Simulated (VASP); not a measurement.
# Cl2 in VASP: further runs

The runs below take Cl2 through single point, with PBE, HSE06.

Everything below comes from runs of VASP 6.6.1. Logs are shortened: lines on timing, memory, paths and dates and some standing lists are left out, and cuts for length are marked.

**1. The cell of the first run**

The cell holds a molecule in a box, 2 atoms: a = 12.000 Å, b = 12.300 Å, c = 12.600 Å, α = 90.00°, β = 90.00°, γ = 90.00°.

**2. Single point, PBE**

Contents of INCAR:

```
  PREC = Accurate
  ENCUT = 520
  EDIFF = 1E-6
  ISMEAR = -1
  SIGMA = 0.01
  LREAL = F
  LASPH = T
  NELM = 80
  ALGO = Normal
  ISIF = 2
  LWAVE = F
  LCHARG = T
  GGA = PE
  LELF = T
  LVHAR = T
  NBANDS = 14
```

Contents of KPOINTS:

```
Automatic mesh
0
Gamma
  1 1 1
```

Contents of POSCAR:

```
Cl
1.0
   12.0000000000      0.0000000000      0.0000000000
    0.0000000000     12.3000000000      0.0000000000
    0.0000000000      0.0000000000     12.6000000000
Cl
2
Direct
    0.5000000000      0.5000000000      0.4204904951
    0.5000000000      0.5000000000      0.5795095049
```

Potentials or basis: VASP PAW PBE potentials, release 64 (Cl).

Launch:

```bash
$ cat potpaw_PBE.64/Cl/POTCAR > POTCAR
$ mpirun -np 1 vasp_gam > vasp.out
```

OUTCAR:

```text
PREC = Accurate
   ENCUT = 520
   EDIFF = 1E-6
   ISMEAR = -1
   LREAL = F
   LASPH = T
   NELM = 80
   ISIF = 2
   GGA = PE

 ion  position               nearest neighbor table
   1  0.500  0.500  0.420-   2 2.00
   2  0.500  0.500  0.580-   1 2.00

  LATTYP: Found a simple orthorhombic cell.
 ALAT       =    12.0000000000
 B/A-ratio  =     1.0250000000
 C/A-ratio  =     1.0500000000

  Lattice vectors:

 A1 = (  12.0000000000,   0.0000000000,   0.0000000000)
 A2 = (   0.0000000000,  12.3000000000,   0.0000000000)
 A3 = (   0.0000000000,   0.0000000000,  12.6000000000)

Analysis of symmetry for initial positions (statically):
=====================================================================
 Subroutine PRICEL returns:
 Original cell was already a primitive cell.

 Routine SETGRP: Setting up the symmetry group for a
 simple orthorhombic supercell.

 Subroutine GETGRP returns: Found  8 space group operations
 (whereof  8 operations were pure point group operations)
 out of a pool of  8 trial point group operations.

The static configuration has the point symmetry D_2h.

Analysis of symmetry for dynamics (positions and initial velocities):
=====================================================================
 Subroutine PRICEL returns:
 Original cell was already a primitive cell.

 Routine SETGRP: Setting up the symmetry group for a
 simple orthorhombic supercell.

 Subroutine GETGRP returns: Found  8 space group operations
 (whereof  8 operations were pure point group operations)
 out of a pool of  8 trial point group operations.

The dynamic configuration has the point symmetry D_2h.

 Subroutine INISYM returns: Found  8 space group operations
 (whereof  8 operations are pure point group operations),
 and found     1 'primitive' translations

----------------------------------------------------------------------------------------

                                     Primitive cell

  volume of cell :    1859.7600

  direct lattice vectors                    reciprocal lattice vectors
    12.000000000  0.000000000  0.000000000     0.083333333  0.000000000  0.000000000
     0.000000000 12.300000000  0.000000000     0.000000000  0.081300813  0.000000000
     0.000000000  0.000000000 12.600000000     0.000000000  0.000000000  0.079365079

  length of vectors
    12.000000000 12.300000000 12.600000000     0.083333333  0.081300813  0.079365079

  position of ions in fractional coordinates (direct lattice)
     0.500000000  0.500000000  0.420490495
     0.500000000  0.500000000  0.579509505
[... 54 lines left out ...]
   LREAL  =      F    real-space projection
   EDIFFG = 0.1E-04   stopping-criterion for IOM
   NSW    =      0    number of steps for IOM
   IBRION =     -1    ionic relax: 0-MD 1-quasi-New 2-CG
   NFREE  =      0    steps in history (QN), initial steepest desc. (CG)
   ISIF   =      2    stress and relaxation
   ISYM   =      2    0-nonsym 1-usesym 2-fastsym
   POTIM  = 0.5000    time-step for ionic-motion
   TEBEG  =    0.0;   TEEND  =   0.0 temperature during run
   PSTRESS=    0.0 pullay stress
   NELECT =      14.0000    total number of electrons
   NUPDOWN=      -1.0000    fix difference up-down
   EMIN   =  10.00;   EMAX   =-10.00  energy-range for DOS
   EFERMI =   0.00;   METHOD = LEGACY
   ISMEAR =    -1;   SIGMA  =   0.01  broadening in eV -4-tet -1-fermi 0-gaus
   EFERMI_NEDOS =   21; number of points for ismear=-14 and -15
   IALGO  =     38    algorithm
   IMIX   =      4    mixing-type and parameters
     AMIX     =   0.40;   BMIX     =  1.00
     AMIX_MAG =   1.60;   BMIX_MAG =  1.00
  volume/ion in A,a.u.               =     929.88      6275.14
  Fermi-wavevector in a.u.,A,eV,Ry     =   0.320847  0.606314  1.400625  0.102943
  Thomas-Fermi vector in A             =   1.207823
   LORBIT       =      0    0 simple, 1 ext, 2 COOP (PROOUT), +10 PAW based schemes
   GGA     = PE    functional components
   LHFCALC =     F    Hartree Fock is set to
   AEXX    =    0.0000 exact exchange contribution
   IVDW    =     0    specifies the selected vdW correction
   LEPSILON=     F    determine dielectric tensor
   LRPA    =     F    only Hartree local field effects (RPA)
 non-spin polarized calculation
  energy-cutoff  :      520.00
  volume of cell :     1859.76
 maximum number of plane-waves:     25042
 NGX is ok and might be reduce to    90
   NGX = 45   NGY = 45   NGZ = 47

 number of electron      14.0000000 magnetization

 Free energy of the ion-electron system (eV)
  ---------------------------------------------------
  ext. energy  EPLUGINS =         0.00000000
  ---------------------------------------------------
  free energy    TOTEN  =        -3.59689314 eV

  energy without entropy =       -3.59689314  energy(sigma->0) =       -3.59689314

 E-fermi :  -6.8305     XC(G=0):  -0.5257

 val. band max:       -7.1263382077   @ k =   0.0000   0.0000   0.0000
 cond. band min:      -4.1284448961   @ k =   0.0000   0.0000   0.0000
 fundamental gap:      2.9978933116
 Fermi energy:        -6.8304659908

 k-point     1 :       0.0000    0.0000    0.0000
  band No.  band energies     occupation
      1     -23.2784      2.00000
      2     -19.1247      2.00000
      3     -11.7562      2.00000
      4      -9.7364      2.00000
      5      -9.7363      2.00000
      6      -7.1263      2.00000
      7      -7.1263      2.00000
      8      -4.1284      0.00000
      9      -0.3295      0.00000
     10       0.6359      0.00000
     11       0.7137      0.00000
     12       0.7834      0.00000
     13       0.8210      0.00000
     14       0.9135      0.00000

------------------------ aborting loop because EDIFF is reached ----------------------------------------

  FORCE on cell =-STRESS in cart. coord.  units (eV):
  Direction    XX          YY          ZZ          XY          YZ          ZX
  --------------------------------------------------------------------------------------
  -------------------------------------------------------------------------------------
  Total       -0.0216117     -0.0225353     -0.3890025      0.0000000      0.0000000      0.0000000
  in kB       -0.0186184     -0.0194141     -0.3351244      0.0000000      0.0000000      0.0000000
  external PRESSURE =      -0.1243857 kB  Pullay stress =       0.0000000 kB

 VOLUME and BASIS-vectors are now :
 -----------------------------------------------------------------------------
  energy-cutoff  :      520.00
  volume of cell :     1859.76
      direct lattice vectors                 reciprocal lattice vectors
    12.000000000  0.000000000  0.000000000     0.083333333  0.000000000  0.000000000
     0.000000000 12.300000000  0.000000000     0.000000000  0.081300813  0.000000000
     0.000000000  0.000000000 12.600000000     0.000000000  0.000000000  0.079365079

 POSITION                                       TOTAL-FORCE (eV/Angst)
 -----------------------------------------------------------------------------------
      6.00000      6.15000      5.29818         0.000000      0.000000      0.182852
      6.00000      6.15000      7.30182         0.000000      0.000000     -0.182852
 -----------------------------------------------------------------------------------
    total drift:                                0.000000     -0.000000      0.000000

  FREE ENERGIE OF THE ION-ELECTRON SYSTEM (eV)
  ---------------------------------------------------
  free  energy   TOTEN  =        -3.5968931429 eV

  energy  without entropy=       -3.5968931429  energy(sigma->0) =       -3.59689314
```

OSZICAR:

```text
N       E                     dE             d eps       ncg     rms          rms(c)
DAV:   1     0.136199883541E+03    0.13620E+03   -0.30006E+03    36   0.548E+02
DAV:   2     0.515946038487E+02   -0.84605E+02   -0.74638E+02    40   0.892E+01
DAV:   3    -0.537129934152E+00   -0.52132E+02   -0.51913E+02    48   0.764E+01
[... 13 lines left out ...]
DAV:  17    -0.359688020758E+01   -0.19249E-04   -0.65147E-07    36   0.352E-03    0.196E-03
DAV:  18    -0.359688823126E+01   -0.80237E-05   -0.16923E-07    36   0.198E-03    0.409E-03
DAV:  19    -0.359689131284E+01   -0.30816E-05   -0.13209E-08    40   0.897E-04    0.413E-04
DAV:  20    -0.359689243369E+01   -0.11208E-05    0.52969E-09    32   0.530E-04    0.431E-04
DAV:  21    -0.359689314289E+01   -0.70919E-06    0.36908E-09    32   0.530E-04
   1 F= -.35968931E+01 E0= -.35968931E+01  d E =-.172920E-12
```

Run time: 2.3 min. Hardware: 1 thread of Intel Xeon Platinum 8488C (Sapphire Rapids), shared host; peak memory 1.2 GiB.

What came out:

* Free energy: -3.5969 eV
* Largest force: 0.183 eV/Å
* Gap between the frontier levels: 3.00 eV

Forces in eV/Å, atoms in the order of the input:
```
Cl   0.000  0.000  0.183
Cl   0.000  0.000 -0.183
```

Levels at points of the mesh, in eV from the valence-band top:
```tsv
k point	band 3	band 4	band 5	band 6	band 7	band 8	band 9	band 10	band 11	band 12
(0.00, 0.00, 0.00)	-4.63	-2.61	-2.61	0.00	0.00	3.00	6.80	7.76	7.84	7.91
```

**3. Single point, HSE06**

POSCAR is that of step 2.

Contents of INCAR.step1:

```
SYSTEM = Cl
  ALGO = Normal
  EDIFF = 1E-5
  ENCUT = 520
  GGA = PE
  ISIF = 2
  ISMEAR = -1
  LASPH = .True.
  LCHARG = .False.
  LREAL = .False.
  LWAVE = .True.
  NBANDS = 14
  NELM = 60
  PREC = Accurate
  SIGMA = 0.01
```

Contents of INCAR.step2:

```
SYSTEM = Cl
  ALGO = Normal
  EDIFF = 1E-6
  ENCUT = 520
  GGA = PE
  HFSCREEN = 0.2079
  ISIF = 2
  ISMEAR = -1
  ISTART = 1
  LASPH = .True.
  LCHARG = .False.
  LHFCALC = .True.
  LREAL = .False.
  LWAVE = .False.
  NBANDS = 14
  NELM = 60
  PREC = Accurate
  PRECFOCK = Normal
  SIGMA = 0.01
```

Contents of KPOINTS:

```
k-points
0
Gamma
  1 1 1
  0 0 0
```

Potentials or basis: VASP PAW PBE potentials, release 64 (Cl).

Launch:

```bash
$ cat potpaw_PBE.64/Cl/POTCAR > POTCAR
$ cp INCAR.step1 INCAR
$ mpirun -np 1 vasp_gam > vasp.out
$ cp INCAR.step2 INCAR
$ mpirun -np 1 vasp_gam > vasp.out
```

Wall time 8 min (1 thread of Intel Xeon Platinum 8488C (Sapphire Rapids), shared host); peak memory 1.4 GiB.

Results (log left out):

- Free energy: -5.2461 eV
- Largest force: 0.741 eV/Å
- Gap between the frontier levels: 4.70 eV

Forces in eV/Å, atoms in the order of the input:
```
Cl   0.000  0.000  0.741
Cl   0.000  0.000 -0.741
```

Levels at points of the mesh, in eV from the valence-band top:
```
           k point  band 3  band 4  band 5  band 6  band 7  band 8  band 9  band 10  band 11  band 12
(0.00, 0.00, 0.00)   -4.52   -2.81   -2.81    0.00    0.00    4.70    7.92     8.81     8.94     8.98
```

Caveat: the PAW data sets were made with another functional, which shifts forces and pressure a little.
